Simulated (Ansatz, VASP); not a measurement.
Two plane-wave programs on ZrC

```
CELL_PARAMETERS angstrom
0.00000 2.53823 2.53823
2.53823 0.00000 2.53823
2.53823 2.53823 0.00000
ATOMIC_POSITIONS crystal
Zr 0.50000 0.50000 0.50000
C 0.00000 0.00000 0.00000
```

Change from the starting cell: strain +0.080 along x and y, +0.080 along z, atoms carried along.

Alike in both runs: task single point; functional PBE; k mesh 18 × 18 × 18; occupations gaussian, width 0.15 eV; no spin polarisation.

|  | VASP | Ansatz |
| --- | --- | --- |
| version | VASP 6.6.1 | Ansatz 0.2.0 |
| potentials or method | VASP PAW PBE potentials, release 64 (Zr_sv, C), cutoff 520 eV | scalar-relativistic, plane waves, PAW |
| valence electrons in the cell | 16 | 16 |

```tsv
	VASP	Ansatz	Ansatz less VASP
gap on the k mesh at the Fermi level (eV)	none	none	-
pressure (GPa)	-31.4	-31.5	-0.09
```

A gap of «none» marks a metal or a gap that the smearing closes. Both programs put the cell under strong tension, so it lies far from rest at this level.

Noted on VASP's run: the cell as given lies far from equilibrium.
